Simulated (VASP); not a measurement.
# InRuC4N4 (P-43m) in VASP: single point with PBE

Aim: the single point of InRuC4N4 with PBE.

All numbers are computed with VASP 6.6.1; they aren't measurements. Logs are shortened: lines on timing, memory, paths and dates and some standing lists are left out, and cuts for length are marked.

## 1. The cell of the first run

The structure is cubic, space group P-43m (No. 215). Conventional cell: a = 6.201 Å, b = 6.201 Å, c = 6.201 Å, α = 90.00°, β = 90.00°, γ = 90.00°. Within 2.9 Å of In (site symmetry -43m) lie 4 C at 2.16 Å. Ru (site symmetry -43m) has 4 N at 2.04 Å within 2.7 Å. Within 1.6 Å of C (site symmetry 3m) lie 1 N at 1.17 Å. Within 1.6 Å of N (site symmetry 3m) lie 1 C at 1.17 Å.

## 2. Single point, PBE, collinear spin, ferromagnetic start

Contents of INCAR:

```
PREC = Accurate ; ENCUT = 520
EDIFF = 1E-6 ; ISMEAR = 0
SIGMA = 0.02 ; LREAL = False
LASPH = True ; NELM = 150
ALGO = Normal ; ISIF = 2
LWAVE = False ; LCHARG = True
ISPIN = 2 ; MAGMOM = 0 1.67 0 0 0 0 0 0 0 0
LORBIT = 11 ; LMAXMIX = 4
GGA = PE ; LELF = True
LVHAR = True ; NBANDS = 46
```

Contents of KPOINTS:

```
regular mesh
0
Gamma
  6 6 6
```

Contents of POSCAR:

```
InRuC4N4
1.0
    6.2010002720      0.0000000000      0.0000000000
    0.0000000000      6.2010002720      0.0000000000
    0.0000000000      0.0000000000      6.2010002720
In Ru C N
1 1 4 4
Direct
    0.0000000000      0.0000000000      0.0000000000
    0.5000000000      0.5000000000      0.5000000000
    0.2011196645      0.2011196645      0.2011196645
    0.2011196645      0.7988803355      0.7988803355
    0.7988803355      0.2011196645      0.7988803355
    0.7988803355      0.7988803355      0.2011196645
    0.3101375895      0.3101375895      0.3101375895
    0.3101375895      0.6898624105      0.6898624105
    0.6898624105      0.3101375895      0.6898624105
    0.6898624105      0.6898624105      0.3101375895
```

Potentials or basis: VASP PAW PBE potentials, release 64 (In_d, Ru_pv, C, N).

Launch:

```sh
> cat potpaw_PBE.64/In_d/POTCAR potpaw_PBE.64/Ru_pv/POTCAR potpaw_PBE.64/C/POTCAR potpaw_PBE.64/N/POTCAR > POTCAR
> mpirun -np 1 vasp_std > vasp.out
```

OUTCAR:

```text
PREC = Accurate
   ENCUT = 520
   EDIFF = 1E-6
   ISMEAR = 0
   LREAL = False
   LASPH = True
   NELM = 150
   ISIF = 2
   ISPIN = 2
   LORBIT = 11
   GGA = PE

 ion  position               nearest neighbor table
   1  0.000  0.000  0.000-   3 2.16   4 2.16   5 2.16   6 2.16
   2  0.500  0.500  0.500-   7 2.04   8 2.04   9 2.04  10 2.04
   3  0.201  0.201  0.201-   7 1.17   1 2.16
   4  0.201  0.799  0.799-   8 1.17   1 2.16
   5  0.799  0.201  0.799-   9 1.17   1 2.16
   6  0.799  0.799  0.201-  10 1.17   1 2.16
   7  0.310  0.310  0.310-   3 1.17   2 2.04
   8  0.310  0.690  0.690-   4 1.17   2 2.04
   9  0.690  0.310  0.690-   5 1.17   2 2.04
  10  0.690  0.690  0.310-   6 1.17   2 2.04

  LATTYP: Found a simple cubic cell.
 ALAT       =     6.2010002720

  Lattice vectors:

 A1 = (   6.2010002720,   0.0000000000,   0.0000000000)
 A2 = (   0.0000000000,   6.2010002720,   0.0000000000)
 A3 = (   0.0000000000,   0.0000000000,   6.2010002720)

Analysis of symmetry for initial positions (statically):
=====================================================================
 Subroutine PRICEL returns:
 Original cell was already a primitive cell.

 Routine SETGRP: Setting up the symmetry group for a
 simple cubic supercell.

 Subroutine GETGRP returns: Found 24 space group operations
 (whereof 24 operations were pure point group operations)
 out of a pool of 48 trial point group operations.

The static configuration has the point symmetry T_d .

Analysis of symmetry for dynamics (positions and initial velocities):
=====================================================================
 Subroutine PRICEL returns:
 Original cell was already a primitive cell.

 Routine SETGRP: Setting up the symmetry group for a
 simple cubic supercell.

 Subroutine GETGRP returns: Found 24 space group operations
 (whereof 24 operations were pure point group operations)
 out of a pool of 48 trial point group operations.

The dynamic configuration has the point symmetry T_d .

Analysis of structural, dynamic, and magnetic symmetry:
=====================================================================
 Subroutine PRICEL returns:
 Original cell was already a primitive cell.

 Routine SETGRP: Setting up the symmetry group for a
 simple cubic supercell.

 Subroutine GETGRP returns: Found 24 space group operations
 (whereof 24 operations were pure point group operations)
 out of a pool of 48 trial point group operations.

The overall configuration has the point symmetry T_d .

 Subroutine INISYM returns: Found 24 space group operations
 (whereof 24 operations are pure point group operations),
 and found     1 'primitive' translations

----------------------------------------------------------------------------------------

                                     Primitive cell

  volume of cell :     238.4434

  direct lattice vectors                    reciprocal lattice vectors
     6.201000272  0.000000000  0.000000000     0.161264305  0.000000000  0.000000000
     0.000000000  6.201000272  0.000000000     0.000000000  0.161264305  0.000000000
     0.000000000  0.000000000  6.201000272     0.000000000  0.000000000  0.161264305

  length of vectors
     6.201000272  6.201000272  6.201000272     0.161264305  0.161264305  0.161264305

  position of ions in fractional coordinates (direct lattice)
     0.000000000  0.000000000  0.000000000
     0.500000000  0.500000000  0.500000000
     0.201119664  0.201119664  0.201119664
     0.201119664  0.798880336  0.798880336
     0.798880336  0.201119664  0.798880336
     0.798880336  0.798880336  0.201119664
     0.310137590  0.310137590  0.310137590
     0.310137590  0.689862410  0.689862410
     0.689862410  0.310137590  0.689862410
     0.689862410  0.689862410  0.310137590

  ion indices of the primitive-cell ions
   primitive index   ion index
                 1           1
                 2           2
                 3           3
                 4           4
                 5           5
                 6           6
                 7           7
                 8           8
                 9           9
                10          10

----------------------------------------------------------------------------------------

 KPOINTS: regular mesh

Automatic generation of k-mesh.
 Grid dimensions read from file:
 generate k-points for:    6    6    6

 Generating k-lattice:

  Cartesian coordinates                     Fractional coordinates (reciprocal lattice)
     0.026877384  0.000000000  0.000000000     0.166666667  0.000000000  0.000000000
     0.000000000  0.026877384  0.000000000     0.000000000  0.166666667  0.000000000
     0.000000000  0.000000000  0.026877384     0.000000000  0.000000000  0.166666667

  Length of vectors
     0.026877384  0.026877384  0.026877384

  Shift w.r.t. Gamma in fractional coordinates (k-lattice)
     0.000000000  0.000000000  0.000000000

 Subroutine IBZKPT returns following result:
 ===========================================

 Found     20 irreducible k-points:

 Following reciprocal coordinates:
            Coordinates               Weight
  0.000000  0.000000  0.000000      1.000000
  0.166667  0.000000  0.000000      6.000000
  0.333333  0.000000  0.000000      6.000000
  0.500000  0.000000  0.000000      3.000000
  0.166667  0.166667  0.000000     12.000000
  0.333333  0.166667  0.000000     24.000000
[... 12 lines left out ...]
  0.500000  0.500000  0.333333      6.000000
  0.500000  0.500000  0.500000      1.000000
   k-points           NKPTS =     20   k-points in BZ     NKDIM =     20   number of bands    NBANDS=     46
   number of dos      NEDOS =    301   number of ions     NIONS =     10
   total plane-waves  NPLWV = 110592
   dimension x,y,z NGX =    48 NGY =   48 NGZ =   48
   dimension x,y,z NGXF=    96 NGYF=   96 NGZF=   96
   ions per type =               1   1   4   4
   NGX,Y,Z   is equivalent  to a cutoff of  12.87, 12.87, 12.87 a.u.
   NGXF,Y,Z  is equivalent  to a cutoff of  25.74, 25.74, 25.74 a.u.
 SYSTEM =  unknown system
   PREC   = accura    normal or accurate (medium, high low for compatibility)
   ISTART =      0    job   : 0-new  1-cont  2-samecut
   ICHARG =      2    charge: 1-file 2-atom 10-const
   ISPIN  =      2    spin polarized calculation?
   LNONCOLLINEAR =      F non collinear calculations
   LSORBIT =      F    spin-orbit coupling
   LASPH  =      T    aspherical Exc in radial PAW
   ENCUT  =  520.0 eV  38.22 Ry    6.18 a.u.  11.53 11.53 11.53*2*pi/ulx,y,z
   NELM   =    150;   NELMIN=  2; NELMDL= -5     # of ELM steps
   EDIFF  = 0.1E-05   stopping-criterion for ELM
   LREAL  =      F    real-space projection
[... 7 lines left out ...]
   TEBEG  =    0.0;   TEEND  =   0.0 temperature during run
   PSTRESS=    0.0 pullay stress
   NELECT =      63.0000    total number of electrons
   NUPDOWN=      -1.0000    fix difference up-down
   EMIN   =  10.00;   EMAX   =-10.00  energy-range for DOS
   EFERMI =   0.00;   METHOD = LEGACY
   ISMEAR =     0;   SIGMA  =   0.02  broadening in eV -4-tet -1-fermi 0-gaus
   EFERMI_NEDOS =   21; number of points for ismear=-14 and -15
   IALGO  =     38    algorithm
   IMIX   =      4    mixing-type and parameters
     AMIX     =   0.40;   BMIX     =  1.00
     AMIX_MAG =   1.60;   BMIX_MAG =  1.00
  volume/ion in A,a.u.               =      23.84       160.91
  Fermi-wavevector in a.u.,A,eV,Ry     =   1.050493  1.985144 15.014520  1.103536
  Thomas-Fermi vector in A             =   2.185499
   LORBIT       =     11    0 simple, 1 ext, 2 COOP (PROOUT), +10 PAW based schemes
   GGA     = PE    functional components
   LHFCALC =     F    Hartree Fock is set to
   AEXX    =    0.0000 exact exchange contribution
   IVDW    =     0    specifies the selected vdW correction
   LEPSILON=     F    determine dielectric tensor
   LRPA    =     F    only Hartree local field effects (RPA)
 spin polarized calculation
 Gauss-broadening in eV      SIGMA  =   0.02
  energy-cutoff  :      520.00
  volume of cell :      238.44
 maximum number of plane-waves:      6488
 NGX is ok and might be reduce to    48
   NGX = 23   NGY = 23   NGZ = 23

 number of electron      62.9999993 magnetization       2.9999134

 Free energy of the ion-electron system (eV)
  ---------------------------------------------------
  ext. energy  EPLUGINS =         0.00000000
  ---------------------------------------------------
  free energy    TOTEN  =       -75.40268981 eV

  energy without entropy =      -75.40268981  energy(sigma->0) =      -75.40268981

 E-fermi :   0.1703     XC(G=0):  -6.8745

 val. band max:        0.0803231482   @ k =   0.5000   0.5000   0.0000
 cond. band min:       1.0242570120   @ k =   0.0000   0.0000   0.0000
 fundamental gap:      0.9439338638
 Fermi energy:         0.1703278466

 spin component 1

 k-point     1 :       0.0000    0.0000    0.0000
  band No.  band energies     occupation
      1     -42.8224      1.00000
      2     -42.8223      1.00000
      3     -42.8223      1.00000
      4     -18.3765      1.00000
      5     -18.2984      1.00000
      6     -18.2984      1.00000
[... 35 lines left out ...]
     42       4.2087      0.00000
     43       4.6181      0.00000
[... 832 lines left out ...]
      2     -42.8224      1.00000
      3     -42.8224      1.00000
      4     -18.3471      1.00000
      5     -18.3078      1.00000
      6     -18.3078      1.00000
[... 35 lines left out ...]
     42       4.1415      0.00000
     43       6.1844      0.00000
 Fermi energy:         0.1703278466

 spin component 2

 k-point     1 :       0.0000    0.0000    0.0000
  band No.  band energies     occupation
      1     -41.2034      1.00000
      2     -41.2033      1.00000
      3     -41.2032      1.00000
      4     -18.3034      1.00000
      5     -18.2255      1.00000
      6     -18.2255      1.00000
[... 35 lines left out ...]
     42       4.3554      0.00000
     43       4.7070      0.00000
[... 832 lines left out ...]
      2     -41.2033      1.00000
      3     -41.2032      1.00000
      4     -18.2739      1.00000
      5     -18.2350      1.00000
      6     -18.2350      1.00000
[... 35 lines left out ...]
     42       4.2921      0.00000
     43       6.3489      0.00000
 [bands above 43 left out]

------------------------ aborting loop because EDIFF is reached ----------------------------------------

  FORCE on cell =-STRESS in cart. coord.  units (eV):
  Direction    XX          YY          ZZ          XY          YZ          ZX
  --------------------------------------------------------------------------------------
  -------------------------------------------------------------------------------------
  Total        0.3829651      0.3829651      0.3829651      0.0000000      0.0000000      0.0000000
  in kB        2.5732650      2.5732650      2.5732650      0.0000000      0.0000000      0.0000000
  external PRESSURE =       2.5732650 kB  Pullay stress =       0.0000000 kB

 VOLUME and BASIS-vectors are now :
 -----------------------------------------------------------------------------
  energy-cutoff  :      520.00
  volume of cell :      238.44
      direct lattice vectors                 reciprocal lattice vectors
     6.201000272  0.000000000  0.000000000     0.161264305  0.000000000  0.000000000
     0.000000000  6.201000272  0.000000000     0.000000000  0.161264305  0.000000000
     0.000000000  0.000000000  6.201000272     0.000000000  0.000000000  0.161264305

 POSITION                                       TOTAL-FORCE (eV/Angst)
 -----------------------------------------------------------------------------------
      0.00000      0.00000      0.00000         0.000000     -0.000000     -0.000000
      3.10050      3.10050      3.10050         0.000000     -0.000000     -0.000000
      1.24714      1.24714      1.24714        -0.216309     -0.216309     -0.216309
      1.24714      4.95386      4.95386        -0.216309      0.216309      0.216309
      4.95386      1.24714      4.95386         0.216309     -0.216309      0.216309
      4.95386      4.95386      1.24714         0.216309      0.216309     -0.216309
      1.92316      1.92316      1.92316         0.220583      0.220583      0.220583
      1.92316      4.27784      4.27784         0.220583     -0.220583     -0.220583
      4.27784      1.92316      4.27784        -0.220583      0.220583     -0.220583
      4.27784      4.27784      1.92316        -0.220583     -0.220583      0.220583
 -----------------------------------------------------------------------------------
    total drift:                                0.000000      0.000000      0.000000

  FREE ENERGIE OF THE ION-ELECTRON SYSTEM (eV)
  ---------------------------------------------------
  free  energy   TOTEN  =       -75.4026898139 eV

  energy  without entropy=      -75.4026898139  energy(sigma->0) =      -75.40268981

 total charge

# of ion       s       p       d       tot
------------------------------------------
    1        0.717   0.848   9.960  11.525
    2        0.263   6.254   5.913  12.430
    3        0.935   1.666   0.000   2.601
    4        0.935   1.666   0.000   2.601
    5        0.935   1.666   0.000   2.601
    6        0.935   1.666   0.000   2.601
    7        1.302   2.558   0.000   3.860
    8        1.302   2.558   0.000   3.860
    9        1.302   2.558   0.000   3.860
   10        1.302   2.558   0.000   3.860
--------------------------------------------------
tot          9.930  23.996  15.873  49.799

 magnetization (x)

# of ion       s       p       d       tot
------------------------------------------
    1        0.002   0.001   0.005   0.009
    2        0.009   0.090   1.939   2.038
    3        0.009   0.058   0.000   0.068
    4        0.009   0.058   0.000   0.068
    5        0.009   0.058   0.000   0.068
    6        0.009   0.058   0.000   0.068
    7        0.010  -0.000   0.000   0.009
    8        0.010  -0.000   0.000   0.009
    9        0.010  -0.000   0.000   0.009
   10        0.010  -0.000   0.000   0.009
--------------------------------------------------
tot          0.087   0.324   1.944   2.355
```

Run time: 3.3 min. Hardware: 1 thread of Intel Xeon 6975P-C (Granite Rapids), shared host; peak memory 0.63 GiB.

What came out:

```yaml
Free_energy: -75.4027 eV
Pressure: 0.3 GPa
Largest_force: 0.382 eV/Å
Band_gap_on_the_k_mesh: 0.94 eV (least direct gap 1.20 eV)
Net_moment: 3.00 μB per cell
Site_moments: In +0.01; Ru +2.04; C +0.07; N +0.01 μB
Valence_electrons_inside_the_program's_atomic_spheres: In 11.53; Ru 12.43; C 2.60; N 3.86
```

Forces on the atoms (eV/Å):
```
In   0.000  0.000  0.000
Ru   0.000  0.000  0.000
C   -0.216 -0.216 -0.216
C   -0.216  0.216  0.216
C    0.216 -0.216  0.216
C    0.216  0.216 -0.216
N    0.221  0.221  0.221
N    0.221 -0.221 -0.221
N   -0.221  0.221 -0.221
N   -0.221 -0.221  0.221
```

Caveat: spin-orbit coupling is left out, which moves the levels of the heavy elements. A k mesh can miss the band edges.
